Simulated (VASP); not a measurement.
# AlB3P4 (P3m1) in VASP: single point with PBE

Aim: the single point of AlB3P4 with PBE.

All numbers are computed with VASP 6.6.1; they aren't measurements. Logs are shortened: lines on timing, memory, paths and dates and some standing lists are left out, and cuts for length are marked.

### 1 The cell of the first run

It takes space group P3m1 (No. 156, trigonal). Conventional cell: a = 3.337 Å, b = 3.337 Å, c = 11.406 Å, α = 90.00°, β = 90.00°, γ = 120.00°. Within 3.0 Å of Al (site symmetry 3m) lie 4 P at 2.23 to 2.39 Å. B (site symmetry 3m) has 4 P at 2.00 to 2.03 Å within 2.6 Å. B (site symmetry 3m) has 4 P at 2.00 to 2.03 Å within 2.6 Å. B (site symmetry 3m) has 4 P at 1.98 to 2.03 Å within 2.6 Å. P (site symmetry 3m) has 4 B at 2.00 to 2.03 Å within 2.6 Å. Within 2.7 Å of P (site symmetry 3m) lie 3 B at 2.03 Å and 1 Al at 2.39 Å. P (site symmetry 3m) has 4 B at 2.00 to 2.03 Å within 2.6 Å. P (site symmetry 3m) has 1 B at 1.98 Å and 3 Al at 2.23 Å within 2.6 Å.

### 2 Single point, PBE

Contents of POSCAR:

```
AlB3P4
1.0
    3.3374854621      0.0000000000      0.0000000000
   -1.6687427310      2.8903471949      0.0000000000
    0.0000000000      0.0000000000     11.4061271064
Al B P
1 3 4
Direct
    0.6666666667      0.3333333333      0.7543750952
    0.6666666667      0.3333333333      0.2518112446
    0.3333333333      0.6666666667      0.0198847968
    0.3333333333      0.6666666667      0.4824300238
    0.6666666667      0.3333333333      0.4268231274
    0.6666666667      0.3333333333      0.9637494670
    0.3333333333      0.6666666667      0.1952036407
    0.3333333333      0.6666666667      0.6557226046
```

Contents of INCAR.step1:

```
PREC     = Accurate       # precision mode
ENCUT    = 520            # plane-wave cutoff, eV
EDIFF    = 1E-7           # SCF threshold, eV
ISMEAR   = 0              # smearing method
SIGMA    = 0.1            # smearing width, eV
LREAL    = F              # projectors in reciprocal space
LASPH    = T              # aspherical terms in the spheres
NELM     = 80             # most SCF steps
ALGO     = Normal         # electronic algorithm
ISIF     = 2              # what is computed and relaxed
LWAVE    = F              # write WAVECAR
LCHARG   = T              # write CHGCAR
GGA      = PE             # functional
NBANDS   = 26             # bands
```

Contents of KPOINTS.step1:

```
regular mesh
0
Gamma
  12 12 4
```

Contents of INCAR.step2:

```
PREC     = Accurate       # precision mode
ENCUT    = 520            # plane-wave cutoff, eV
EDIFF    = 1E-7           # SCF threshold, eV
ISMEAR   = -5             # smearing method
SIGMA    = 0.1            # smearing width, eV
LREAL    = F              # projectors in reciprocal space
LASPH    = T              # aspherical terms in the spheres
NELM     = 80             # most SCF steps
ALGO     = Normal         # electronic algorithm
ISIF     = 2              # what is computed and relaxed
LWAVE    = F              # write WAVECAR
LCHARG   = F              # write CHGCAR
GGA      = PE             # functional
LORBIT   = 11             # projections on sites
NBANDS   = 26             # bands
NEDOS    = 2001           # points of the DOS
ICHARG   = 11             # starting density
```

Contents of KPOINTS.step2:

```
regular mesh
0
Gamma
  18 18 6
```

Potentials or basis: VASP PAW PBE potentials, release 64 (Al, B, P).

Started as:

```sh
$ cat potpaw_PBE.64/Al/POTCAR potpaw_PBE.64/B/POTCAR potpaw_PBE.64/P/POTCAR > POTCAR
$ cp INCAR.step1 INCAR
$ cp KPOINTS.step1 KPOINTS
$ mpirun -np 1 vasp_std > vasp.out
$ cp INCAR.step2 INCAR
$ cp KPOINTS.step2 KPOINTS
$ mpirun -np 1 vasp_std > vasp.out
```

OUTCAR:

```text
PREC = Accurate
   ENCUT = 520
   EDIFF = 1E-7
   ISMEAR = -5
   LREAL = F
   LASPH = T
   NELM = 80
   ISIF = 2
   GGA = PE
   LORBIT = 11
   ICHARG = 11

 ion  position               nearest neighbor table
   1  0.667  0.333  0.754-   8 2.23   8 2.23   8 2.23   6 2.39
   2  0.667  0.333  0.252-   5 2.00   7 2.03   7 2.03   7 2.03
   3  0.333  0.667  0.020-   7 2.00   6 2.03   6 2.03   6 2.03
   4  0.333  0.667  0.482-   8 1.98   5 2.03   5 2.03   5 2.03
   5  0.667  0.333  0.427-   2 2.00   4 2.03   4 2.03   4 2.03
   6  0.667  0.333  0.964-   3 2.03   3 2.03   3 2.03   1 2.39
   7  0.333  0.667  0.195-   3 2.00   2 2.03   2 2.03   2 2.03
   8  0.333  0.667  0.656-   4 1.98   1 2.23   1 2.23   1 2.23

  LATTYP: Found a hexagonal cell.
 ALAT       =     3.3374854621
 C/A-ratio  =     3.4175810609

  Lattice vectors:

 A1 = (   3.3374854621,   0.0000000000,   0.0000000000)
 A2 = (  -1.6687427310,   2.8903471949,   0.0000000000)
 A3 = (   0.0000000000,   0.0000000000,  11.4061271064)

Analysis of symmetry for initial positions (statically):
=====================================================================
 Subroutine PRICEL returns:
 Original cell was already a primitive cell.

 Routine SETGRP: Setting up the symmetry group for a
 hexagonal supercell.

 Subroutine GETGRP returns: Found  6 space group operations
 (whereof  6 operations were pure point group operations)
 out of a pool of 24 trial point group operations.

The static configuration has the point symmetry C_3v.

Analysis of symmetry for dynamics (positions and initial velocities):
=====================================================================
 Subroutine PRICEL returns:
 Original cell was already a primitive cell.

 Routine SETGRP: Setting up the symmetry group for a
 hexagonal supercell.

 Subroutine GETGRP returns: Found  6 space group operations
 (whereof  6 operations were pure point group operations)
 out of a pool of 24 trial point group operations.

The dynamic configuration has the point symmetry C_3v.

 Subroutine INISYM returns: Found  6 space group operations
 (whereof  6 operations are pure point group operations),
 and found     1 'primitive' translations

----------------------------------------------------------------------------------------

                                     Primitive cell

  volume of cell :     110.0291

[... 119 lines left out ...]
   IALGO  =     38    algorithm
   IMIX   =      4    mixing-type and parameters
     AMIX     =   0.40;   BMIX     =  1.00
     AMIX_MAG =   1.60;   BMIX_MAG =  1.00
  volume/ion in A,a.u.               =      13.75        92.81
  Fermi-wavevector in a.u.,A,eV,Ry     =   1.084648  2.049688 16.006738  1.176462
  Thomas-Fermi vector in A             =   2.220743
   LORBIT       =     11    0 simple, 1 ext, 2 COOP (PROOUT), +10 PAW based schemes
   GGA     = PE    functional components
   LHFCALC =     F    Hartree Fock is set to
   AEXX    =    0.0000 exact exchange contribution
   IVDW    =     0    specifies the selected vdW correction
   LEPSILON=     F    determine dielectric tensor
   LRPA    =     F    only Hartree local field effects (RPA)
 non-spin polarized calculation
 Fermi weights with tetrahedron method with Bloechl corrections
  energy-cutoff  :      520.00
  volume of cell :      110.03
 maximum number of plane-waves:      2994
 NGX is ok and might be reduce to    28

 number of electron      31.9999999 magnetization

 Free energy of the ion-electron system (eV)
  ---------------------------------------------------
  ext. energy  EPLUGINS =         0.00000000
  ---------------------------------------------------
  free energy    TOTEN  =       -47.37009735 eV

  energy without entropy =      -47.37009735  energy(sigma->0) =      -47.37009735

 E-fermi :   7.9248     XC(G=0): -10.3845

 val. band max:        7.9578829178   @ k =   0.0000   0.0000   0.0000
 cond. band min:       7.9153492783   @ k =   0.0000   0.3889   0.3333
 fundamental gap:     -0.0425336395
 Fermi energy:         7.9247528751

 k-point     1 :       0.0000    0.0000    0.0000
  band No.  band energies     occupation
      1      -7.9977      2.00000
      2      -7.1445      2.00000
      3      -6.3017      2.00000
      4      -4.8391      2.00000
      5      -1.6081      2.00000
      6       1.5187      2.00000
[... 685 lines left out ...]
     25      12.5131      0.00000
     26      13.1604      0.00000

 [... further k-points ...]

------------------------ aborting loop because EDIFF is reached ----------------------------------------

  FORCE on cell =-STRESS in cart. coord.  units (eV):
  Direction    XX          YY          ZZ          XY          YZ          ZX
  --------------------------------------------------------------------------------------
  -------------------------------------------------------------------------------------
  Total        0.0682101      0.0682101     -0.0690506      0.0000000      0.0000000      0.0000000
  in kB        0.9932346      0.9932346     -1.0054732      0.0000000      0.0000000      0.0000000
  external PRESSURE =       0.3269987 kB  Pullay stress =       0.0000000 kB

 VOLUME and BASIS-vectors are now :
 -----------------------------------------------------------------------------
  energy-cutoff  :      520.00
  volume of cell :      110.03
      direct lattice vectors                 reciprocal lattice vectors
     3.337485462  0.000000000  0.000000000     0.299626773  0.172989598  0.000000000
    -1.668742731  2.890347195  0.000000000     0.000000000  0.345979196  0.000000000
     0.000000000  0.000000000 11.406127106     0.000000000  0.000000000  0.087672177

 POSITION                                       TOTAL-FORCE (eV/Angst)
 -----------------------------------------------------------------------------------
      1.66874      0.96345      8.60450        -0.000000      0.000000     -0.101422
      1.66874      0.96345      2.87219         0.000000     -0.000000      0.014222
     -0.00000      1.92690      0.22681         0.000000     -0.000000     -0.001711
     -0.00000      1.92690      5.50266         0.000000     -0.000000      0.020865
      1.66874      0.96345      4.86840         0.000000     -0.000000      0.004814
      1.66874      0.96345     10.99265        -0.000000     -0.000000     -0.008256
     -0.00000      1.92690      2.22652         0.000000     -0.000000     -0.003353
     -0.00000      1.92690      7.47926        -0.000000      0.000000      0.074842
 -----------------------------------------------------------------------------------
    total drift:                                0.000039     -0.000022     -0.006328

  FREE ENERGIE OF THE ION-ELECTRON SYSTEM (eV)
  ---------------------------------------------------
  free  energy   TOTEN  =       -47.3700973483 eV

  energy  without entropy=      -47.3700973483  energy(sigma->0) =      -47.37009735

 total charge

# of ion       s       p       d       tot
------------------------------------------
    1        0.408   0.468   0.000   0.876
    2        0.651   1.171   0.000   1.822
    3        0.650   1.159   0.000   1.809
    4        0.651   1.158   0.000   1.808
    5        0.994   1.525   0.000   2.519
    6        0.999   1.525   0.000   2.523
    7        0.995   1.519   0.000   2.513
    8        1.006   1.694   0.000   2.699
--------------------------------------------------
tot          6.352  10.218   0.000  16.570
```

Run time: 4.5 min. Hardware: 1 thread of Intel Xeon 6975P-C (Granite Rapids), shared host; peak memory 0.58 GiB.

Results:

| Property | Result |
| --- | --- |
| Valence electrons inside the program's atomic spheres | Al 0.88; B 1.82, 1.81 (each value once); P 2.52, 2.51, 2.70 (each value once) |
